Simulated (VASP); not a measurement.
# Ge (P6_3/mmc) in VASP: further runs, part 2 of 2

VASP 6.6.1.

## 3. Relaxation of cell and atoms, r2SCAN, target pressure 5 GPa, at which the enthalpy is minimised

Input file POSCAR:

```
Ge
1.0
    3.9975858400      0.0000000000      0.0000000000
   -1.9987929200      3.4620108900      0.0000000000
    0.0000000000      0.0000000000      6.5993779500
Ge
4
Direct
    0.6666666700      0.3333333300      0.0629012500
    0.3333333300      0.6666666700      0.5629012500
    0.6666666700      0.3333333300      0.4370987500
    0.3333333300      0.6666666700      0.9370987500
```

Input file INCAR.step1:

```
SYSTEM = Ge
PREC = Accurate
ENCUT = 600
ISMEAR = -1
SIGMA = 0.1
LREAL = .False.
LASPH = .True.
NELM = 100
GGA = PE
ALGO = Normal
EDIFF = 1E-4
LWAVE = .True.
LCHARG = .False.
```

Input file INCAR.step2:

```
SYSTEM = Ge
PREC = Accurate
ENCUT = 600
EDIFF = 1E-6
ISMEAR = -1
SIGMA = 0.1
LREAL = .False.
LASPH = .True.
NELM = 100
ALGO = Normal
ISIF = 3
LWAVE = .False.
LCHARG = .False.
METAGGA = R2SCAN
LMIXTAU = .True.
IBRION = 2
NSW = 80
EDIFFG = -0.01
PSTRESS = 50.0
ISTART = 1
```

Input file KPOINTS:

```
Automatic mesh
0
Gamma
  6 6 3
  0 0 0
```

Potentials or basis: VASP PAW PBE potentials, release 64 (Ge_d).

Launch:

```sh
cat potpaw_PBE.64/Ge_d/POTCAR > POTCAR
cp INCAR.step1 INCAR
mpirun -np 1 vasp_std > vasp.out
cp INCAR.step2 INCAR
mpirun -np 1 vasp_std > vasp.out
```

OUTCAR:

```text
SYSTEM = Ge
   PREC = Accurate
   ENCUT = 600
   EDIFF = 1E-6
   ISMEAR = -1
   LREAL = .False.
   LASPH = .True.
   NELM = 100
   ISIF = 3
   METAGGA = R2SCAN
   IBRION = 2
   NSW = 80
   EDIFFG = -0.01
   PSTRESS = 50.0
   ISTART = 1

 ion  position               nearest neighbor table
   1  0.667  0.333  0.063-   4 2.45   4 2.45   4 2.45   3 2.47
   2  0.333  0.667  0.563-   3 2.45   3 2.45   3 2.45   4 2.47
   3  0.667  0.333  0.437-   2 2.45   2 2.45   2 2.45   1 2.47
   4  0.333  0.667  0.937-   1 2.45   1 2.45   1 2.45   2 2.47

  LATTYP: Found a hexagonal cell.
 ALAT       =     3.9975858400
 C/A-ratio  =     1.6508408360

  Lattice vectors:

 A1 = (   3.9975858400,   0.0000000000,   0.0000000000)
 A2 = (  -1.9987929200,   3.4620108900,   0.0000000000)
 A3 = (   0.0000000000,   0.0000000000,   6.5993779500)

Analysis of symmetry for initial positions (statically):
=====================================================================
 Subroutine PRICEL returns:
 Original cell was already a primitive cell.

 Routine SETGRP: Setting up the symmetry group for a
 hexagonal supercell.

 Subroutine GETGRP returns: Found 24 space group operations
 (whereof 12 operations were pure point group operations)
 out of a pool of 24 trial point group operations.

The static configuration has the point symmetry D_3d.
 The point group associated with its full space group is D_6h.

Analysis of symmetry for dynamics (positions and initial velocities):
=====================================================================
 Subroutine PRICEL returns:
 Original cell was already a primitive cell.

 Routine SETGRP: Setting up the symmetry group for a
 hexagonal supercell.

 Subroutine GETGRP returns: Found 24 space group operations
 (whereof 12 operations were pure point group operations)
[... 97 lines left out ...]
   LREAL  =      F    real-space projection
   EDIFFG = -.1E-01   stopping-criterion for IOM
   NSW    =     80    number of steps for IOM
   IBRION =      2    ionic relax: 0-MD 1-quasi-New 2-CG
   NFREE  =      1    steps in history (QN), initial steepest desc. (CG)
   ISIF   =      3    stress and relaxation
   ISYM   =      2    0-nonsym 1-usesym 2-fastsym
   POTIM  = 0.5000    time-step for ionic-motion
   TEBEG  =    0.0;   TEEND  =   0.0 temperature during run
   PSTRESS=   50.0 pullay stress
   NELECT =      56.0000    total number of electrons
   NUPDOWN=      -1.0000    fix difference up-down
   EMIN   =  10.00;   EMAX   =-10.00  energy-range for DOS
   EFERMI =   0.00;   METHOD = LEGACY
   ISMEAR =    -1;   SIGMA  =   0.10  broadening in eV -4-tet -1-fermi 0-gaus
   EFERMI_NEDOS =   21; number of points for ismear=-14 and -15
   IALGO  =     38    algorithm
   IMIX   =      4    mixing-type and parameters
     AMIX     =   0.40;   BMIX     =  1.00
     AMIX_MAG =   1.60;   BMIX_MAG =  1.00
  volume/ion in A,a.u.               =      22.83       154.09
  Fermi-wavevector in a.u.,A,eV,Ry     =   1.390789  2.628209 26.317650  1.934293
  Thomas-Fermi vector in A             =   2.514690
   LORBIT       =      0    0 simple, 1 ext, 2 COOP (PROOUT), +10 PAW based schemes
   METAGGA = R2SCAN    functional components
   LHFCALC =     F    Hartree Fock is set to
   AEXX    =    0.0000 exact exchange contribution
   IVDW    =     0    specifies the selected vdW correction
   LEPSILON=     F    determine dielectric tensor
   LRPA    =     F    only Hartree local field effects (RPA)
 conjugate gradient relaxation of ions
 non-spin polarized calculation
  energy-cutoff  :      600.00
  volume of cell :       91.33
 maximum number of plane-waves:      3063
 NGX is ok and might be reduce to    32
   NGX = 15   NGY = 15   NGZ = 27

--------------------------------------- Ionic step        1  -------------------------------------------

 number of electron      55.9999987 magnetization

 Free energy of the ion-electron system (eV)
  ---------------------------------------------------
  ext. energy  EPLUGINS =         0.00000000
  ---------------------------------------------------
  free energy    TOTEN  =       -55.37419447 eV

  energy without entropy =      -55.36635261  energy(sigma->0) =      -55.37027354

------------------------ aborting loop because EDIFF is reached ----------------------------------------

  FORCE on cell =-STRESS in cart. coord.  units (eV):
  Direction    XX          YY          ZZ          XY          YZ          ZX
  --------------------------------------------------------------------------------------
  -------------------------------------------------------------------------------------
  Total        0.0760211      0.0760211     -0.0879987      0.0000000     -0.0000000      0.0000000
  in kB        1.3335698      1.3335698     -1.5436817      0.0000000     -0.0000000      0.0000000
  external PRESSURE =     -49.6255140 kB  Pullay stress =      50.0000000 kB
[... 267 lines left out ...]
--------------------------------------- Ionic step        8  -------------------------------------------

 number of electron      56.0000017 magnetization

 Free energy of the ion-electron system (eV)
  ---------------------------------------------------
  ext. energy  EPLUGINS =         0.00000000
  ---------------------------------------------------
  free energy    TOTEN  =       -55.29538300 eV

  energy without entropy =      -55.28830771  energy(sigma->0) =      -55.29184535

 E-fermi :   5.6264     XC(G=0): -11.0849

 val. band max:        5.5343204026   @ k =   0.0000   0.0000   0.0000
 cond. band min:       5.7636310277   @ k =   0.0000   0.0000   0.0000
 fundamental gap:      0.2293106250
 Fermi energy:         5.6264367477

 k-point     1 :       0.0000    0.0000    0.0000
  band No.  band energies     occupation
      1     -20.2950      2.00000
      2     -20.2950      2.00000
      3     -20.2502      2.00000
      4     -20.2469      2.00000
      5     -20.2469      2.00000
      6     -20.2370      2.00000
[... 528 lines left out ...]
  energy  without entropy=      -55.2883077070  energy(sigma->0) =      -55.29184535

  enthalpy is  TOTEN    =       -52.6114247081 eV   P V=        2.6839582899

 reached required accuracy - stopping structural energy minimisation
```

OUTCAR.step1:

```text
SYSTEM = Ge
   PREC = Accurate
   ENCUT = 600
   ISMEAR = -1
   LREAL = .False.
   LASPH = .True.
   NELM = 100
[... 721 lines left out ...]
     -0.00000      2.30801      3.71480         0.000000      0.000000      0.026130
      1.99879      1.15400      2.88458        -0.000000     -0.000000     -0.026130
     -0.00000      2.30801      6.18427         0.000000      0.000000     -0.026130
 -----------------------------------------------------------------------------------
    total drift:                                0.000007     -0.000004      0.000003

  FREE ENERGIE OF THE ION-ELECTRON SYSTEM (eV)
  ---------------------------------------------------
  free  energy   TOTEN  =       -17.9182739450 eV

  energy  without entropy=      -17.9067998188  energy(sigma->0) =      -17.91253688
```

OSZICAR.step1:

```text
N       E                     dE             d eps       ncg     rms          rms(c)
DAV:   1     0.510260325330E+03    0.51026E+03   -0.31383E+04  1084   0.504E+03
DAV:   2     0.676699944360E+02   -0.44259E+03   -0.43537E+03   924   0.893E+02
DAV:   3    -0.135898412821E+02   -0.81260E+02   -0.80611E+02  1064   0.227E+02
DAV:   4    -0.179923435525E+02   -0.44025E+01   -0.43864E+01  1050   0.617E+01
DAV:   5    -0.180930625491E+02   -0.10072E+00   -0.10062E+00  1077   0.103E+01    0.451E+00
DAV:   6    -0.179766702572E+02    0.11639E+00   -0.75129E-02  1074   0.227E+00    0.266E+00
DAV:   7    -0.179137588858E+02    0.62911E-01   -0.11032E-01   993   0.243E+00    0.194E-01
DAV:   8    -0.179173998256E+02   -0.36409E-02   -0.13398E-02  1068   0.115E+00    0.893E-02
DAV:   9    -0.179182120660E+02   -0.81224E-03   -0.83730E-04   776   0.141E-01    0.225E-02
DAV:  10    -0.179182739450E+02   -0.61879E-04   -0.10059E-04   752   0.106E-01
   1 F= -.17918274E+02 E0= -.17912537E+02  d E =-.114741E-01
```

Run time: 16 min. Hardware: 1 thread of Intel Xeon Platinum 8124M at 3.00GHz (Skylake/Cascade Lake), shared host; peak memory 0.26 GiB.

What came out:

* Free energy: -55.2954 eV
* Relaxed volume: 21.50 Å³/atom
* Relaxed cell: a = 3.918 Å, b = 3.918 Å, c = 6.470 Å, α = 90.00°, β = 90.00°, γ = 120.00°
* Space group after relaxing (to 0.1 Å): P6_3/mmc (No. 194)
* Energy change on relaxing (the run minimises the enthalpy): +19.7 meV/atom
* Ionic steps: 8
* Pressure after relaxing: 5.0 GPa
* Band gap on the k mesh: 0.23 eV

Step by step:
| step | energy change (eV) | largest force (eV/Å) | pressure (GPa) | volume (Å³) |
| --- | --- | --- | --- | --- |
| 1 | 0.0000 | 0.0140 | 0.04 | 91.33 |
| 2 | 0.2458 | 0.0164 | 9.61 | 82.30 |
| 3 | 0.0782 | 0.0218 | 5.01 | 86.03 |
| 4 | 0.0750 | 0.0220 | 4.89 | 86.13 |
| 5 | 0.0751 | 0.0057 | 4.89 | 86.13 |
| 6 | 0.0752 | 0.0055 | 4.89 | 86.12 |
| 7 | 0.0808 | 0.0042 | 5.09 | 85.94 |
| 8 | 0.0788 | 0.0000 | 5.03 | 86.00 |

Final structure:
```xyz
4
Lattice="3.9178 0.0000 0.0000 -1.9589 3.3929 0.0000 0.0000 0.0000 6.4701" Properties=species:S:1:pos:R:3 pbc="T T T"
Ge    1.9589    1.1310    0.4089
Ge    0.0000    2.2619    3.6439
Ge    1.9589    1.1310    2.8262
Ge    0.0000    2.2619    6.0612
```

Caveat: the cell is relaxed towards a set pressure, so the run minimises the enthalpy, not the energy; the PAW data sets were made with another functional, which shifts forces and pressure a little; an odd mesh through Γ misses points on the zone boundary, where band edges can lie.
